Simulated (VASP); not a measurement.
# NiO in VASP: a series of runs, part 2 of 2

VASP 6.6.1.

## Step 5: Single point, PBE, collinear spin, ferromagnetic start

This run uses another cell than the first one: it holds 4 atoms, not 2.

File INCAR:

```
SYSTEM = NiO
PREC     = Accurate       ! precision mode
ENCUT    = 520            ! plane-wave cutoff, eV
EDIFF    = 1E-6           ! SCF threshold, eV
ISMEAR   = 0              ! smearing method
SIGMA    = 0.05           ! smearing width, eV
LREAL    = .False.        ! projectors in reciprocal space
LASPH    = .True.         ! aspherical terms in the spheres
NELM     = 150            ! most SCF steps
ALGO     = Normal         ! electronic algorithm
ISIF     = 2              ! what is computed and relaxed
LWAVE    = .False.        ! write WAVECAR
LCHARG   = .False.        ! write CHGCAR
ISPIN    = 2              ! spin polarisation
MAGMOM   = 2 2 0 0        ! initial moments
LORBIT   = 11             ! projections on sites
LMAXMIX  = 4              ! l up to which the mixer works
GGA      = PE             ! functional
NBANDS   = 28             ! bands
```

File KPOINTS:

```
Automatic mesh
0
Gamma
  10 10 6
  0 0 0
```

File POSCAR:

```
NiO
1.0
    0.0000000000      2.1084194095     -2.1084194095
    0.0000000000      2.1084194095      2.1084194095
    4.2168388190      0.0000000000      0.0000000000
Ni O
2 2
Direct
    0.0000000000      0.0000000000      0.0000000000
    0.5000000000      0.5000000000      0.5000000000
    0.0000000000      1.0000000000      0.5000000000
    0.5000000000      1.5000000000      1.0000000000
```

Run with:

```console
$ cat potpaw_PBE.64/Ni/POTCAR potpaw_PBE.64/O/POTCAR > POTCAR
$ mpirun -np 1 vasp_std > vasp.out
```

It took 4.1 min on 1 thread of Intel Xeon 8259CL, shared host; peak memory 0.25 GiB.

Results (log left out):

- Free energy: -22.9625 eV
- Pressure: -0.4 GPa
- Net moment: 3.58 μB per cell
- Site moments: Ni +1.47; O +0.28 μB
- Valence electrons inside the program's atomic spheres: Ni 8.93; O 4.97

Stress tensor (GPa, compression positive):
```
-0.34  0.00  0.00
 0.00 -0.42  0.00
 0.00  0.00 -0.42
```

Levels at points of the mesh, in eV from the Fermi level:
Spin up:
| k point | band 14 | band 15 | band 16 | band 17 | band 18 | band 19 | band 20 | band 21 | band 22 | band 23 |
| --- | --- | --- | --- | --- | --- | --- | --- | --- | --- | --- |
| (0.00, 0.00, 0.00) | -2.59 | -2.59 | -2.28 | -1.64 | -1.64 | 1.40 | 5.97 | 10.41 | 12.12 | 16.29 |
| (0.50, 0.00, 0.00) | -1.48 | -1.43 | -1.43 | 0.09 | 0.09 | 6.87 | 6.87 | 10.70 | 10.70 | 10.98 |
| (0.50, 0.50, 0.00) | -2.30 | -1.65 | -1.65 | -1.64 | -1.64 | 5.97 | 5.97 | 10.41 | 10.41 | 12.13 |
| (0.00, 0.00, 0.50) | -1.64 | -1.53 | -1.53 | -1.53 | -1.53 | 5.20 | 5.20 | 12.87 | 12.87 | 13.45 |
| (0.50, 0.00, 0.50) | -1.42 | 0.23 | 0.23 | 0.24 | 0.24 | 5.56 | 5.56 | 9.71 | 9.71 | 13.84 |
| (0.50, 0.50, 0.50) | -1.87 | -1.65 | -1.65 | -1.26 | -1.26 | 8.25 | 8.25 | 10.54 | 10.54 | 10.54 |
Spin down:
| k point | band 10 | band 11 | band 12 | band 13 | band 14 | band 15 | band 16 | band 17 | band 18 | band 19 |
| --- | --- | --- | --- | --- | --- | --- | --- | --- | --- | --- |
| (0.00, 0.00, 0.00) | -1.77 | -1.76 | -1.76 | -0.73 | -0.73 | -0.52 | -0.51 | -0.11 | 0.37 | 1.76 |
| (0.50, 0.00, 0.00) | -1.20 | -0.80 | -0.80 | -0.60 | -0.60 | 0.30 | 0.30 | 2.15 | 2.15 | 7.27 |
| (0.50, 0.50, 0.00) | -2.68 | -0.74 | -0.74 | -0.73 | -0.73 | -0.11 | -0.11 | 0.38 | 0.38 | 6.43 |
| (0.00, 0.00, 0.50) | -2.23 | -0.69 | -0.69 | -0.69 | -0.69 | -0.31 | -0.31 | 0.54 | 0.54 | 5.80 |
| (0.50, 0.00, 0.50) | -0.92 | -0.91 | -0.91 | -0.55 | -0.55 | 2.19 | 2.19 | 2.20 | 2.20 | 5.73 |
| (0.50, 0.50, 0.50) | -1.03 | -1.03 | -1.03 | -0.74 | -0.74 | 0.26 | 0.26 | 1.00 | 1.00 | 8.80 |

Caveat: semilocal functionals often make such compounds metallic where correlation or magnetic order opens a gap, which also shifts bond lengths.

## Step 6: Single point, PBE, collinear spin, antiferromagnetic start

This run uses another cell than the first one: it holds 4 atoms, not 2.

File INCAR:

```
ALGO = Normal ; EDIFF = 1E-6
ENCUT = 520 ; GGA = PE
ISIF = 2 ; ISMEAR = 0
ISPIN = 2 ; LASPH = T
LCHARG = F ; LMAXMIX = 4
LORBIT = 11 ; LREAL = F
LWAVE = F ; MAGMOM = 2 -2 0 0
NBANDS = 28 ; NELM = 150
PREC = Accurate ; SIGMA = 0.05
```

File KPOINTS:

```
k-points
0
Gamma
  10 10 6
```

POSCAR is that of step 5.

Potentials or basis: VASP PAW PBE potentials, release 64 (Ni, O).

Run with:

```console
$ cat potpaw_PBE.64/Ni/POTCAR potpaw_PBE.64/O/POTCAR > POTCAR
$ mpirun -np 1 vasp_std > vasp.out
```

Run time: 3.8 min. Hardware: 1 thread of Intel Xeon 8259CL, shared host; peak memory 0.25 GiB.

Results (log left out):

```yaml
Free_energy: -22.8881 eV
Pressure: -0.8 GPa
Band_gap_on_the_k_mesh: zero (filled and empty bands overlap)
Net_moment: 0.00 μB per cell
Site_moments: Ni +1.43, -1.43; O -0.08, +0.08 μB
Valence_electrons_inside_the_program's_atomic_spheres: Ni 8.93; O 4.97
```

Stress tensor (GPa, compression positive):
```
-0.51  0.00  0.00
 0.00 -0.92  0.00
 0.00  0.00 -0.92
```

Levels at points of the mesh, in eV from the Fermi level:
Spin up:
| k point | band 14 | band 15 | band 16 | band 17 | band 18 | band 19 |
| --- | --- | --- | --- | --- | --- | --- |
| (0.00, 0.00, 0.00) | -2.08 | -1.10 | -1.10 | -0.41 | -0.10 | 1.51 |
| (0.50, 0.00, 0.00) | -0.86 | -0.76 | 0.14 | 0.20 | 2.00 | 6.93 |
| (0.50, 0.50, 0.00) | -1.17 | -1.17 | -0.79 | -0.06 | 0.15 | 5.94 |
| (0.00, 0.00, 0.50) | -1.47 | -0.84 | -0.84 | -0.42 | 0.44 | 5.25 |
| (0.50, 0.00, 0.50) | -0.81 | 0.31 | 0.34 | 2.04 | 2.04 | 5.56 |
| (0.50, 0.50, 0.50) | -1.16 | -1.16 | -0.79 | 0.14 | 0.89 | 8.25 |
Spin down:
| k point | band 12 | band 13 | band 14 | band 15 | band 16 | band 17 | band 18 | band 19 | band 20 | band 21 |
| --- | --- | --- | --- | --- | --- | --- | --- | --- | --- | --- |
| (0.00, 0.00, 0.00) | -2.38 | -2.38 | -2.08 | -1.10 | -1.10 | -0.41 | -0.10 | 1.51 | 6.14 | 10.52 |
| (0.50, 0.00, 0.00) | -1.38 | -1.28 | -0.86 | -0.76 | 0.14 | 0.20 | 2.00 | 6.93 | 7.07 | 10.77 |
| (0.50, 0.50, 0.00) | -2.42 | -1.68 | -1.17 | -1.17 | -0.79 | -0.06 | 0.15 | 5.94 | 6.34 | 10.52 |
| (0.00, 0.00, 0.50) | -1.65 | -1.47 | -1.47 | -0.84 | -0.84 | -0.42 | 0.44 | 5.25 | 5.61 | 12.97 |
| (0.50, 0.00, 0.50) | -1.23 | -0.81 | -0.81 | 0.31 | 0.34 | 2.04 | 2.04 | 5.56 | 5.62 | 9.75 |
| (0.50, 0.50, 0.50) | -1.67 | -1.27 | -1.16 | -1.16 | -0.79 | 0.14 | 0.89 | 8.25 | 8.68 | 10.58 |

Caveat: semilocal functionals often make such compounds metallic where correlation or magnetic order opens a gap, which also shifts bond lengths.

## Step 7: Relaxation of shape and atoms at fixed volume, PBE, collinear spin, antiferromagnetic start (8.84 Å³/atom)

File INCAR:

```
PREC = Accurate
ENCUT = 600
EDIFF = 1E-7
ISMEAR = 0
SIGMA = 0.05
LREAL = False
LASPH = True
NELM = 150
ALGO = Normal
ISIF = 4
LWAVE = False
LCHARG = False
ISPIN = 2
MAGMOM = 1.5 -1.5 0 0
LORBIT = 11
LMAXMIX = 4
GGA = PE
IBRION = 2
NSW = 60
EDIFFG = -0.01
```

File KPOINTS:

```
regular mesh
0
Gamma
  10 10 10
```

File POSCAR:

```
NiO
1.0
   -2.0542330815     -2.0542330815      4.1265372054
   -4.1265372054     -2.0542330815      2.0542330815
   -2.0542330815     -4.1265372054      2.0542330815
Ni O
2 2
Direct
    0.0000000000      0.0000000000      0.0000000000
    0.5000000000      0.5000000000      0.5000000000
    1.2499992777     -0.7500007223     -0.7500007223
    1.7500007223     -0.2499992777     -0.2499992777
```

Run with:

```console
$ cat potpaw_PBE.64/Ni/POTCAR potpaw_PBE.64/O/POTCAR > POTCAR
$ mpirun -np 1 vasp_std > vasp.out
```

Run time: 14 min. Hardware: 1 thread of Oxide Virtual Turin-like, shared host; peak memory 0.36 GiB.

It converged, with:

| Item | Value |
| --- | --- |
| Free energy | -23.4522 eV |
| Pressure after relaxing | 8.3 GPa |
| Band gap on the k mesh | 0.93 eV |
| Net moment | 0.00 μB per cell |
| Site moments | Ni +1.33, -1.33; O +0.00 μB |
| Valence electrons inside the program's atomic spheres | Ni 9.05; O 4.99 |

Final structure:
```cif
data_structure
_symmetry_space_group_name_H-M 'P 1'
_symmetry_Int_Tables_number 1
_cell_length_a 5.0466
_cell_length_b 5.0466
_cell_length_c 5.0466
_cell_angle_alpha 33.759
_cell_angle_beta 33.759
_cell_angle_gamma 33.759
_cell_volume 35.36
loop_
_atom_site_label
_atom_site_type_symbol
_atom_site_fract_x
_atom_site_fract_y
_atom_site_fract_z
_atom_site_occupancy
Ni1 Ni 0.00000 0.00000 0.00000 1
Ni2 Ni 0.50000 0.50000 0.50000 1
O1 O 0.25000 0.25000 0.25000 1
O2 O 0.75000 0.75000 0.75000 1
```

Levels at points of the mesh, in eV from the valence-band top:
Spin up:
| k point | band 14 | band 15 | band 16 | band 17 | band 18 | band 19 |
| --- | --- | --- | --- | --- | --- | --- |
| (0.00, 0.00, 0.00) | -0.63 | -0.63 | -0.32 | 2.11 | 2.11 | 2.38 |
| (0.50, 0.00, 0.00) | -0.32 | -0.30 | -0.15 | 1.51 | 1.56 | 8.28 |
| (0.50, 0.50, 0.00) | -0.41 | -0.29 | -0.16 | 2.16 | 2.23 | 6.28 |
| (0.50, 0.50, 0.50) | -0.70 | -0.07 | -0.07 | 1.53 | 1.53 | 5.04 |
Spin down:
```tsv
k point	band 12	band 13	band 14	band 15	band 16	band 17	band 18	band 19	band 20
(0.00, 0.00, 0.00)	-1.58	-1.58	-0.63	-0.63	-0.32	2.11	2.11	2.38	6.21
(0.50, 0.00, 0.00)	-0.94	-0.46	-0.31	-0.30	-0.15	1.51	1.56	8.28	8.43
(0.50, 0.50, 0.00)	-0.95	-0.81	-0.41	-0.29	-0.16	2.16	2.23	6.28	7.08
(0.50, 0.50, 0.50)	-0.86	-0.86	-0.70	-0.07	-0.07	1.53	1.54	5.04	5.18
```

## Step 8: Summary

```csv
task,spin,cell,k mesh,cutoff (eV),gap on the mesh (eV),pressure (GPa),moment (μB)
single point,off,"a = 2.982 Å, angles 60.0°, 2 atoms, atomic positions A",14 × 14 × 14,520,none,-7.5,-
single point,"collinear, ferromagnetic start","a = 2.982 Å, angles 60.0°, 2 atoms, atomic positions A",14 × 14 × 14,520,none,-0.5,1.77
single point,"collinear, ferromagnetic start","a = 2.986 Å, angles 60.0°, 2 atoms, atomic positions A",14 × 14 × 14,520,none,-1.4,1.78
single point,"collinear, ferromagnetic start","a = 2.982, b = 2.982, c = 4.217 Å, 4 atoms, atomic positions B",10 × 10 × 6,520,none,-0.4,3.58
single point,"collinear, antiferromagnetic start","a = 2.982, b = 2.982, c = 4.217 Å, 4 atoms, atomic positions B",10 × 10 × 6,520,none,-0.8,0.00
relaxation of shape and atoms at fixed volume,"collinear, antiferromagnetic start","relaxed from a = 5.047 Å, angles 33.8°, 4 atoms, atomic positions C",10 × 10 × 10,600,0.93,8.3,0.00
```

Alike in all rows: level PBE; potentials or basis VASP PAW PBE potentials, release 64 (Ni, O); smearing gaussian 0.05 eV.

Caveats: semilocal functionals often make such compounds metallic where correlation or magnetic order opens a gap, which also shifts bond lengths (at least some runs); a cell with one magnetic atom can't hold antiferromagnetic order, which such compounds often take (at least some runs); the cell stands under tension (at least some runs).

Absolute energies hang on the potentials; compare differences alone.

## Step 9: How close it comes

Step 3. A measured gap of NiO is 4.3 eV (quoted in “Local correlations, non-local screening, multiplets, and band formation in NiO”, 2012, arxiv:1210.6675); the calculated 0.00 eV misses it by -4.30 eV. So large a miss can be the level of theory's own, or it may mean another phase, state or a wrong row. The value is that of PBE on a finite k mesh, which can miss the band edges, without temperature or zero-point motion. Semilocal functionals fall short of measured gaps as a rule. The run's magnetic order (collinear spin, ferromagnetic start) needn't be the measured crystal's.

Step 5. A measured gap of NiO is 4.3 eV (quoted in “Local correlations, non-local screening, multiplets, and band formation in NiO”, 2012, arxiv:1210.6675); the calculated 0.00 eV misses it by -4.30 eV. So large a miss can be the level of theory's own, or it may mean another phase, state or a wrong row. The value is that of PBE on a finite k mesh, which can miss the band edges, without temperature or zero-point motion. Semilocal functionals fall short of measured gaps as a rule. The run's magnetic order (collinear spin, ferromagnetic start) needn't be the measured crystal's.

Step 6. Measured gap of NiO: 4.3 eV (quoted in “Local correlations, non-local screening, multiplets, and band formation in NiO”, 2012, arxiv:1210.6675). This calculation gives 0.00 eV (-4.30 eV). So large a miss can be the level of theory's own, or it may mean another phase, state or a wrong row. The value is that of PBE on a finite k mesh, which can miss the band edges, without temperature or zero-point motion. Semilocal functionals fall short of measured gaps as a rule.
